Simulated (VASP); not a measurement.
# PbS (Pm-3m) in VASP: notebook, part 2 of 2

VASP 6.6.1.

## 4. Single point, HF

This run uses another cell than the first one, of 26.60 Å³/atom.

The input, POSCAR:

```
PbS
1.0
    3.7610320463      0.0000000000      0.0000000000
    0.0000000000      3.7610320463      0.0000000000
    0.0000000000      0.0000000000      3.7610320463
Pb S
1 1
Direct
    0.0000000000      0.0000000000      0.0000000000
    0.5000000000      0.5000000000      0.5000000000
```

The input, INCAR.step1:

```
ALGO     = Normal         # electronic algorithm
EDIFF    = 1E-5           # SCF threshold, eV
ENCUT    = 520            # plane-wave cutoff, eV
GGA      = PE             # functional
ISIF     = 2              # what is computed and relaxed
ISMEAR   = -1             # smearing method
LASPH    = T              # aspherical terms in the spheres
LREAL    = F              # projectors in reciprocal space
LWAVE    = T              # write WAVECAR
NBANDS   = 17             # bands
NELM     = 100            # most SCF steps
PREC     = Accurate       # precision mode
SIGMA    = 0.05           # smearing width, eV
```

The input, INCAR.step2:

```
AEXX     = 1.0            # exact-exchange fraction
AGGAC    = 0.0          
ALDAC    = 0.0          
ALGO     = Normal         # electronic algorithm
EDIFF    = 1E-6           # SCF threshold, eV
ENCUT    = 520            # plane-wave cutoff, eV
GGA      = PE             # functional
ISIF     = 2              # what is computed and relaxed
ISMEAR   = -1             # smearing method
ISTART   = 1            
LASPH    = T              # aspherical terms in the spheres
LCHARG   = T              # write CHGCAR
LELF     = T              # ELF
LHFCALC  = T              # exact exchange
LREAL    = F              # projectors in reciprocal space
LVHAR    = T            
LWAVE    = F              # write WAVECAR
NBANDS   = 17             # bands
NELM     = 100            # most SCF steps
PREC     = Accurate       # precision mode
PRECFOCK = Normal       
SIGMA    = 0.05           # smearing width, eV
```

The input, KPOINTS:

```
k-points
0
Gamma
  4 4 4
```

Potentials or basis: VASP PAW PBE potentials, release 64 (Pb_d, S).

The run is started by

```bash
> cat potpaw_PBE.64/Pb_d/POTCAR potpaw_PBE.64/S/POTCAR > POTCAR
> cp INCAR.step1 INCAR
> mpirun -np 1 vasp_std > vasp.out
> cp INCAR.step2 INCAR
> mpirun -np 1 vasp_std > vasp.out
```

OUTCAR:

```text
AEXX = 1.0
   EDIFF = 1E-6
   ENCUT = 520
   GGA = PE
   ISIF = 2
   ISMEAR = -1
   ISTART = 1
   LASPH = T
   LHFCALC = T
   LREAL = F
   NELM = 100
   PREC = Accurate
   PRECFOCK = Normal

 ion  position               nearest neighbor table
   1  0.000  0.000  0.000-   2 3.26   2 3.26   2 3.26   2 3.26   2 3.26   2 3.26   2 3.26   2 3.26

   2  0.500  0.500  0.500-   1 3.26   1 3.26   1 3.26   1 3.26   1 3.26   1 3.26   1 3.26   1 3.26

  LATTYP: Found a simple cubic cell.
[... 381 lines left out ...]

------------------------ aborting loop because EDIFF is reached ----------------------------------------

  FORCE on cell =-STRESS in cart. coord.  units (eV):
  Direction    XX          YY          ZZ          XY          YZ          ZX
  --------------------------------------------------------------------------------------
  -------------------------------------------------------------------------------------
  Total       -0.1939229     -0.1939229     -0.1939229      0.0000000      0.0000000     -0.0000000
  in kB       -5.8400759     -5.8400759     -5.8400759      0.0000000      0.0000000     -0.0000000
  external PRESSURE =      -5.8400759 kB  Pullay stress =       0.0000000 kB

 VOLUME and BASIS-vectors are now :
 -----------------------------------------------------------------------------
  energy-cutoff  :      520.00
  volume of cell :       53.20
      direct lattice vectors                 reciprocal lattice vectors
     3.761032046  0.000000000  0.000000000     0.265884467  0.000000000  0.000000000
     0.000000000  3.761032046  0.000000000     0.000000000  0.265884467  0.000000000
     0.000000000  0.000000000  3.761032046     0.000000000  0.000000000  0.265884467

 POSITION                                       TOTAL-FORCE (eV/Angst)
 -----------------------------------------------------------------------------------
      0.00000      0.00000      0.00000         0.000000      0.000000      0.000000
      1.88052      1.88052      1.88052         0.000000      0.000000      0.000000
 -----------------------------------------------------------------------------------
    total drift:                                0.000000      0.000000      0.000000

  FREE ENERGIE OF THE ION-ELECTRON SYSTEM (eV)
  ---------------------------------------------------
  free  energy   TOTEN  =       -17.0317313768 eV

  energy  without entropy=      -17.0317313767  energy(sigma->0) =      -17.03173138
```

OSZICAR.step1:

```text
N       E                     dE             d eps       ncg     rms          rms(c)
DAV:   1     0.164056425334E+03    0.16406E+03   -0.96474E+03   340   0.125E+03
DAV:   2     0.347121036571E+01   -0.16059E+03   -0.15385E+03   348   0.321E+02
DAV:   3    -0.861443196708E+01   -0.12086E+02   -0.11942E+02   442   0.909E+01
DAV:   4    -0.892838905512E+01   -0.31396E+00   -0.31272E+00   423   0.158E+01
DAV:   5    -0.893863749864E+01   -0.10248E-01   -0.10248E-01   494   0.292E+00    0.402E+00
DAV:   6    -0.812871387537E+01    0.80992E+00   -0.21266E+00   499   0.905E+00    0.275E+00
DAV:   7    -0.812490867306E+01    0.38052E-02   -0.13547E-01   414   0.190E+00    0.170E+00
DAV:   8    -0.812521839875E+01   -0.30973E-03   -0.47090E-02   388   0.168E+00    0.523E-01
DAV:   9    -0.812033276206E+01    0.48856E-02   -0.25714E-02   501   0.909E-01    0.246E-01
DAV:  10    -0.812294807697E+01   -0.26153E-02   -0.14357E-02   516   0.619E-01    0.299E-01
DAV:  11    -0.812007337310E+01    0.28747E-02   -0.72705E-03   485   0.450E-01    0.909E-02
DAV:  12    -0.812010730626E+01   -0.33933E-04   -0.40311E-04   376   0.107E-01    0.162E-02
DAV:  13    -0.812010526974E+01    0.20365E-05   -0.88552E-06   269   0.204E-02
   1 F= -.81201053E+01 E0= -.81136125E+01  d E =-.129854E-01
```

It took 15 min on 1 thread of Intel Xeon Platinum 8259CL at 2.50GHz (Skylake/Cascade Lake), shared host; peak memory 0.17 GiB.

Results:

```
Free energy            : -17.0317 eV
Pressure               : -0.6 GPa
Band gap on the k mesh : 5.06 eV (least direct gap 5.88 eV)
```

Levels at points of the mesh, in eV from the valence-band top:
```csv
k point,band 7,band 8,band 9,band 10,band 11,band 12,band 13,band 14
"(0.00, 0.00, 0.00)",-8.33,-2.18,-2.18,-2.18,12.00,12.00,13.20,13.20
"(0.50, 0.00, 0.00)",-11.34,-0.86,-0.86,0.00,5.88,10.07,10.07,13.77
"(0.50, 0.50, 0.00)",-8.75,-5.53,-5.53,-0.56,10.59,10.59,12.43,13.98
"(0.50, 0.50, 0.50)",-7.22,-3.24,-3.24,-3.24,5.06,5.06,5.06,21.51
```

Caveat: the PAW data sets were made with another functional, which shifts forces and pressure a little; spin-orbit coupling is left out, which moves the levels of the heavy elements. A k mesh can miss the band edges.

## 5. Single point, PBE0, non-collinear spin, zero start, spin-orbit coupling

The input, POSCAR:

```
PbS
1.0
    3.6536590000      0.0000000000      0.0000000000
    0.0000000000      3.6536590000      0.0000000000
    0.0000000000      0.0000000000      3.6536590000
Pb S
1 1
Direct
    0.0000000000      0.0000000000      0.0000000000
    0.5000000000      0.5000000000      0.5000000000
```

The input, INCAR.step1:

```
PREC = Accurate ; ENCUT = 520
EDIFF = 1E-5 ; ISMEAR = -1
SIGMA = 0.05 ; LREAL = False
LASPH = True ; NELM = 150
ALGO = Normal ; ISIF = 2
LWAVE = True ; LCHARG = False
LNONCOLLINEAR = True ; MAGMOM = 0 0 0 0 0 0
LORBIT = 11 ; LSORBIT = True
GGA_COMPAT = False ; LORBMOM = True
NBANDS = 32 ; GGA = PE
```

The input, INCAR.step2:

```
PREC = Accurate ; ENCUT = 520
EDIFF = 1E-6 ; ISMEAR = -1
SIGMA = 0.05 ; LREAL = False
LASPH = True ; NELM = 150
ALGO = Normal ; ISIF = 2
LWAVE = False ; LCHARG = False
LNONCOLLINEAR = True ; MAGMOM = 0 0 0 0 0 0
LORBIT = 11 ; LSORBIT = True
GGA_COMPAT = False ; LORBMOM = True
GGA = PE ; LHFCALC = True
AEXX = 0.25 ; PRECFOCK = Normal
NBANDS = 32 ; ISTART = 1
```

The input, KPOINTS:

```
Automatic mesh
0
Gamma
  3 3 3
```

The run is started by

```bash
> cat potpaw_PBE.64/Pb_d/POTCAR potpaw_PBE.64/S/POTCAR > POTCAR
> cp INCAR.step1 INCAR
> mpirun -np 1 vasp_ncl > vasp.out
> cp INCAR.step2 INCAR
> mpirun -np 1 vasp_ncl > vasp.out
```

It took 7.8 min on 1 thread of Intel Xeon Platinum 8259CL at 2.50GHz (Skylake/Cascade Lake), shared host; peak memory 0.27 GiB.

Results (log left out):

```yaml
Free_energy: -11.3723 eV
Pressure: -2.5 GPa
Net_moment: 0.00 μB per cell
Valence_electrons_inside_the_program's_atomic_spheres: Pb 11.80; S 3.67
```

Moments on the atoms (μB; x, y, z):
```
Pb  0.00 0.00 0.00
S   0.00 0.00 0.00
```

Caveat: the k points lie up to 0.57 Å⁻¹ apart; the PAW data sets were made with another functional, which shifts forces and pressure a little.

## 6. Summary

```tsv
level	spin	cell	k mesh	share of exact exchange	gap on the mesh (eV)	pressure (GPa)
r2SCAN50	off	a = 3.654 Å, 2 atoms	4 × 4 × 4	0.5	none	-4.2
HF	off	a = 3.654 Å, 2 atoms	4 × 4 × 4	1	none	2.7
HF	off	a = 3.761 Å, 2 atoms	4 × 4 × 4	1	5.06	-0.6
PBE0	non-collinear, zero start, SOC	a = 3.654 Å, 2 atoms	3 × 3 × 3	0.25	-	-2.5
```

Alike in all rows: task single point; potentials or basis VASP PAW PBE potentials, release 64 (Pb_d, S); cutoff (eV) 520; smearing fermi-dirac 0.05 eV.

Caveats: some runs use coarse meshes; the PAW data sets were made with another functional, which shifts forces and pressure a little; spin-orbit coupling is left out, which moves the levels of the heavy elements (at least some runs).

Total energies depend on the potentials used, so only differences within one code and one set of settings carry meaning.
